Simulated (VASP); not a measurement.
# InO2 (P4/mmm) in VASP: a series of runs

Runs on InO2. Level: PBE. Tasks: single point.

Everything below comes from runs of VASP 6.6.1. Logs are shortened: lines on timing, memory, paths and dates and some standing lists are left out, and cuts for length are marked.

### Step 1. The cell of the first run

Symmetry: P4/mmm, No. 123, tetragonal system. The conventional cell has a = 3.612 Å, b = 3.612 Å, c = 3.722 Å, α = 90.00°, β = 90.00°, γ = 90.00°. In (site symmetry 4/mmm) has 4 O at 1.81 Å within 2.4 Å. Within 2.4 Å of O (site symmetry mmm) lie 2 In at 1.81 Å.

### Step 2. Single point, PBE

Contents of INCAR:

```
SYSTEM = InO2
  PREC = Accurate
  ENCUT = 520
  EDIFF = 1E-6
  ISMEAR = 0
  SIGMA = 0.1
  LREAL = .False.
  LASPH = .True.
  NELM = 100
  ALGO = Normal
  ISIF = 2
  LWAVE = .False.
  LCHARG = .False.
  GGA = PE
  NBANDS = 20
```

Contents of KPOINTS:

```
regular mesh
0
Gamma
  6 6 6
  0 0 0
```

Contents of POSCAR:

```
InO2
1.0
    3.6118092400      0.0000000000      0.0000000000
    0.0000000000      3.6118092400      0.0000000000
    0.0000000000      0.0000000000      3.7224409400
In O
1 2
Direct
    0.0000000000      0.0000000000      0.5000000000
    0.0000000000      0.5000000000      0.5000000000
    0.5000000000      0.0000000000      0.5000000000
```

Potentials or basis: VASP PAW PBE potentials, release 64 (In_d, O).

Started as:

```sh
$ cat potpaw_PBE.64/In_d/POTCAR potpaw_PBE.64/O/POTCAR > POTCAR
$ mpirun -np 1 vasp_std > vasp.out
```

OUTCAR:

```text
SYSTEM = InO2
   PREC = Accurate
   ENCUT = 520
   EDIFF = 1E-6
   ISMEAR = 0
   LREAL = .False.
   LASPH = .True.
   NELM = 100
   ISIF = 2
   GGA = PE

 ion  position               nearest neighbor table
   1  0.000  0.000  0.500-   2 1.81   3 1.81   2 1.81   3 1.81
   2  0.000  0.500  0.500-   1 1.81   1 1.81
   3  0.500  0.000  0.500-   1 1.81   1 1.81

  LATTYP: Found a simple tetragonal cell.
 ALAT       =     3.6118092400
 C/A-ratio  =     1.0306305490

  Lattice vectors:

 A1 = (   3.6118092400,   0.0000000000,   0.0000000000)
 A2 = (   0.0000000000,   3.6118092400,   0.0000000000)
 A3 = (   0.0000000000,   0.0000000000,   3.7224409400)

Analysis of symmetry for initial positions (statically):
=====================================================================
 Subroutine PRICEL returns:
 Original cell was already a primitive cell.

 Routine SETGRP: Setting up the symmetry group for a
 simple tetragonal supercell.

 Subroutine GETGRP returns: Found 16 space group operations
 (whereof 16 operations were pure point group operations)
 out of a pool of 16 trial point group operations.

The static configuration has the point symmetry D_4h.

Analysis of symmetry for dynamics (positions and initial velocities):
=====================================================================
 Subroutine PRICEL returns:
 Original cell was already a primitive cell.

 Routine SETGRP: Setting up the symmetry group for a
 simple tetragonal supercell.

 Subroutine GETGRP returns: Found 16 space group operations
 (whereof 16 operations were pure point group operations)
 out of a pool of 16 trial point group operations.

The dynamic configuration has the point symmetry D_4h.

 Subroutine INISYM returns: Found 16 space group operations
 (whereof 16 operations are pure point group operations),
 and found     1 'primitive' translations

----------------------------------------------------------------------------------------

                                     Primitive cell

  volume of cell :      48.5599

  direct lattice vectors                    reciprocal lattice vectors
     3.611809240  0.000000000  0.000000000     0.276869550  0.000000000  0.000000000
     0.000000000  3.611809240  0.000000000     0.000000000  0.276869550  0.000000000
     0.000000000  0.000000000  3.722440940     0.000000000  0.000000000  0.268640931

  length of vectors
     3.611809240  3.611809240  3.722440940     0.276869550  0.276869550  0.268640931

  position of ions in fractional coordinates (direct lattice)
     0.000000000  0.000000000  0.500000000
     0.000000000  0.500000000  0.500000000
     0.500000000  0.000000000  0.500000000

  ion indices of the primitive-cell ions
   primitive index   ion index
                 1           1
                 2           2
                 3           3

----------------------------------------------------------------------------------------

 KPOINTS: regular mesh

Automatic generation of k-mesh.
 Grid dimensions read from file:
 generate k-points for:    6    6    6

 Generating k-lattice:

  Cartesian coordinates                     Fractional coordinates (reciprocal lattice)
     0.046144925  0.000000000  0.000000000     0.166666667  0.000000000  0.000000000
     0.000000000  0.046144925  0.000000000     0.000000000  0.166666667  0.000000000
     0.000000000  0.000000000  0.044773489     0.000000000  0.000000000  0.166666667

  Length of vectors
     0.046144925  0.046144925  0.044773489

  Shift w.r.t. Gamma in fractional coordinates (k-lattice)
     0.000000000  0.000000000  0.000000000

 Subroutine IBZKPT returns following result:
 ===========================================

 Found     40 irreducible k-points:

 Following reciprocal coordinates:
            Coordinates               Weight
  0.000000  0.000000  0.000000      1.000000
  0.166667  0.000000  0.000000      4.000000
  0.333333  0.000000  0.000000      4.000000
  0.500000  0.000000  0.000000      2.000000
  0.166667  0.166667  0.000000      4.000000
  0.333333  0.166667  0.000000      8.000000
[... 16 lines left out ...]
  0.333333  0.000000  0.333333      8.000000
  0.500000  0.000000  0.333333      4.000000
 [... further k-points ...]
   k-points           NKPTS =     40   k-points in BZ     NKDIM =     40   number of bands    NBANDS=     20
   number of dos      NEDOS =    301   number of ions     NIONS =      3
   total plane-waves  NPLWV =  21952
   dimension x,y,z NGX =    28 NGY =   28 NGZ =   28
   dimension x,y,z NGXF=    56 NGYF=   56 NGZF=   56
   ions per type =               1   2
   NGX,Y,Z   is equivalent  to a cutoff of  12.89, 12.89, 12.50 a.u.
   NGXF,Y,Z  is equivalent  to a cutoff of  25.78, 25.78, 25.01 a.u.
 SYSTEM =  InO2
   PREC   = accura    normal or accurate (medium, high low for compatibility)
   ISTART =      0    job   : 0-new  1-cont  2-samecut
   ICHARG =      2    charge: 1-file 2-atom 10-const
   ISPIN  =      1    spin polarized calculation?
   LNONCOLLINEAR =      F non collinear calculations
   LSORBIT =      F    spin-orbit coupling
   LASPH  =      T    aspherical Exc in radial PAW
   ENCUT  =  520.0 eV  38.22 Ry    6.18 a.u.   6.72  6.72  6.92*2*pi/ulx,y,z
   NELM   =    100;   NELMIN=  2; NELMDL= -5     # of ELM steps
   EDIFF  = 0.1E-05   stopping-criterion for ELM
   LREAL  =      F    real-space projection
   EDIFFG = 0.1E-04   stopping-criterion for IOM
   NSW    =      0    number of steps for IOM
   IBRION =     -1    ionic relax: 0-MD 1-quasi-New 2-CG
   NFREE  =      0    steps in history (QN), initial steepest desc. (CG)
   ISIF   =      2    stress and relaxation
   ISYM   =      2    0-nonsym 1-usesym 2-fastsym
   POTIM  = 0.5000    time-step for ionic-motion
   TEBEG  =    0.0;   TEEND  =   0.0 temperature during run
   PSTRESS=    0.0 pullay stress
   NELECT =      25.0000    total number of electrons
   NUPDOWN=      -1.0000    fix difference up-down
   EMIN   =  10.00;   EMAX   =-10.00  energy-range for DOS
   EFERMI =   0.00;   METHOD = LEGACY
   ISMEAR =     0;   SIGMA  =   0.10  broadening in eV -4-tet -1-fermi 0-gaus
   EFERMI_NEDOS =   21; number of points for ismear=-14 and -15
   IALGO  =     38    algorithm
   IMIX   =      4    mixing-type and parameters
     AMIX     =   0.40;   BMIX     =  1.00
     AMIX_MAG =   1.60;   BMIX_MAG =  1.00
  volume/ion in A,a.u.               =      16.19       109.23
  Fermi-wavevector in a.u.,A,eV,Ry     =   1.312086  2.479483 23.423384  1.721570
  Thomas-Fermi vector in A             =   2.442503
   LORBIT       =      0    0 simple, 1 ext, 2 COOP (PROOUT), +10 PAW based schemes
   GGA     = PE    functional components
   LHFCALC =     F    Hartree Fock is set to
   AEXX    =    0.0000 exact exchange contribution
   IVDW    =     0    specifies the selected vdW correction
   LEPSILON=     F    determine dielectric tensor
   LRPA    =     F    only Hartree local field effects (RPA)
 non-spin polarized calculation
 Gauss-broadening in eV      SIGMA  =   0.10
  energy-cutoff  :      520.00
  volume of cell :       48.56
 maximum number of plane-waves:      1336
 NGX is ok and might be reduce to    28
   NGX = 13   NGY = 13   NGZ = 13

 number of electron      25.0000002 magnetization

 Free energy of the ion-electron system (eV)
  ---------------------------------------------------
  ext. energy  EPLUGINS =         0.00000000
  ---------------------------------------------------
  free energy    TOTEN  =       -11.20081639 eV

  energy without entropy =      -11.18415445  energy(sigma->0) =      -11.19248542

 E-fermi :   2.1941     XC(G=0):  -9.0136

 val. band max:        2.1898379461   @ k =   0.3333   0.1667   0.5000
 cond. band min:       2.5531630468   @ k =   0.5000   0.3333   0.0000
 fundamental gap:      0.3633251007
 Fermi energy:         2.1940518205

 k-point     1 :       0.0000    0.0000    0.0000
  band No.  band energies     occupation
      1     -17.0603      2.00000
      2     -16.6970      2.00000
      3     -10.4385      2.00000
      4     -10.4385      2.00000
      5     -10.2389      2.00000
      6      -9.9400      2.00000
[... 12 lines left out ...]
     19      16.2717      0.00000
     20      17.9059      0.00000

 k-point     2 :       0.1667    0.0000    0.0000
  band No.  band energies     occupation
      1     -16.9305      2.00000
      2     -16.5030      2.00000
      3     -10.5000      2.00000
      4     -10.4372      2.00000
      5     -10.3015      2.00000
      6     -10.0868      2.00000
[... 12 lines left out ...]
     19      16.7041      0.00000
     20      19.5028      0.00000

 k-point     3 :       0.3333    0.0000    0.0000
  band No.  band energies     occupation
      1     -16.8494      2.00000
      2     -15.7305      2.00000
      3     -10.9442      2.00000
      4     -10.6186      2.00000
      5     -10.4347      2.00000
      6     -10.4218      2.00000
[... 12 lines left out ...]
     19      17.5721      0.00000
     20      19.1878      0.00000

 k-point     4 :       0.5000    0.0000    0.0000
  band No.  band energies     occupation
      1     -16.8316      2.00000
      2     -15.0796      2.00000
      3     -11.8525      2.00000
      4     -10.6757      2.00000
      5     -10.4797      2.00000
      6     -10.4335      2.00000
[... 12 lines left out ...]
     19      17.5760      0.00000
     20      18.9165      0.00000

 k-point     5 :       0.1667    0.1667    0.0000
  band No.  band energies     occupation
      1     -16.6785      2.00000
      2     -16.4298      2.00000
      3     -10.5002      2.00000
      4     -10.4969      2.00000
      5     -10.3705      2.00000
      6     -10.1720      2.00000
[... 12 lines left out ...]
     19      17.1142      0.00000
     20      19.4362      0.00000
[... 353 lines left out ...]
      6      -9.7432      2.00000
[... 12 lines left out ...]
     19      16.8700      0.00000
     20      19.5292      0.00000

 k-point    22 :       0.1667    0.0000    0.3333
  band No.  band energies     occupation
      1     -16.9029      2.00000
      2     -16.4860      2.00000
      3     -10.5306      2.00000
      4     -10.4624      2.00000
      5     -10.2991      2.00000
      6      -9.9168      2.00000
[... 12 lines left out ...]
     19      17.5708      0.00000
     20      20.1418      0.00000

 k-point    23 :       0.3333    0.0000    0.3333
  band No.  band energies     occupation
      1     -16.8280      2.00000
      2     -15.7041      2.00000
      3     -10.8871      2.00000
      4     -10.6573      2.00000
      5     -10.4594      2.00000
      6     -10.4186      2.00000
[... 12 lines left out ...]
     19      17.5878      0.00000
     20      19.2032      0.00000

 k-point    24 :       0.5000    0.0000    0.3333
  band No.  band energies     occupation
      1     -16.8117      2.00000
      2     -15.0458      2.00000
      3     -11.8370      2.00000
      4     -10.7190      2.00000
      5     -10.4761      2.00000
      6     -10.4579      2.00000
[... 12 lines left out ...]
     19      18.3237      0.00000
     20      18.7174      0.00000

 [... further k-points ...]

------------------------ aborting loop because EDIFF is reached ----------------------------------------

  FORCE on cell =-STRESS in cart. coord.  units (eV):
  Direction    XX          YY          ZZ          XY          YZ          ZX
  --------------------------------------------------------------------------------------
  -------------------------------------------------------------------------------------
  Total       21.4093752     21.4093752      0.8368709      0.0000000      0.0000000      0.0000000
  in kB      706.3779750    706.3779750     27.6116034      0.0000000      0.0000000      0.0000000
  external PRESSURE =     480.1225178 kB  Pullay stress =       0.0000000 kB

 VOLUME and BASIS-vectors are now :
 -----------------------------------------------------------------------------
  energy-cutoff  :      520.00
  volume of cell :       48.56
      direct lattice vectors                 reciprocal lattice vectors
     3.611809240  0.000000000  0.000000000     0.276869550  0.000000000  0.000000000
     0.000000000  3.611809240  0.000000000     0.000000000  0.276869550  0.000000000
     0.000000000  0.000000000  3.722440940     0.000000000  0.000000000  0.268640931

 POSITION                                       TOTAL-FORCE (eV/Angst)
 -----------------------------------------------------------------------------------
      0.00000      0.00000      1.86122         0.000000      0.000000      0.000000
      0.00000      1.80590      1.86122         0.000000      0.000000      0.000000
      1.80590      0.00000      1.86122         0.000000      0.000000      0.000000
 -----------------------------------------------------------------------------------
    total drift:                               -0.000000      0.000000      0.000000

  FREE ENERGIE OF THE ION-ELECTRON SYSTEM (eV)
  ---------------------------------------------------
  free  energy   TOTEN  =       -11.2008163947 eV

  energy  without entropy=      -11.1841544462  energy(sigma->0) =      -11.19248542
```

Wall time 18 s (1 thread of Intel Xeon 6975P-C (Granite Rapids), shared host); peak memory 0.17 GiB.

What came out:

```yaml
Free_energy: -11.2008 eV
Pressure: 48.0 GPa
```

Stress tensor (GPa, compression positive):
```
70.64  0.00  0.00
 0.00 70.64  0.00
 0.00  0.00  2.76
```

Levels at points of the mesh, in eV from the Fermi level:
```
           k point  band 9  band 10  band 11  band 12  band 13  band 14  band 15  band 16  band 17  band 18
(0.00, 0.00, 0.00)   -4.81    -2.73    -0.85    -0.75    -0.75     2.59     9.49    11.84    13.58    13.58
(0.50, 0.00, 0.00)   -2.61    -1.91    -1.84    -0.72    -0.60     5.94     7.53    10.25    13.78    14.46
(0.50, 0.50, 0.00)   -2.32    -0.66    -0.66     0.68     2.51     7.78     8.55     8.75     8.75    11.34
(0.00, 0.00, 0.50)   -4.73    -4.01    -1.16    -0.72    -0.72     5.46     6.48    12.66    13.03    13.30
(0.50, 0.00, 0.50)   -2.75    -2.20    -1.78    -1.30    -0.55     4.78     9.15    10.27    13.47    15.34
(0.50, 0.50, 0.50)   -2.19    -1.15    -1.15     0.69     2.52     3.33     9.46    12.07    12.07    12.47
```

Caveat: spin-orbit coupling is left out, which moves the levels of the heavy elements; an odd number of electrons without spin polarisation forces a metal; a magnetic or distorted state may lie lower.

(Part 1 of 2 ends here.)
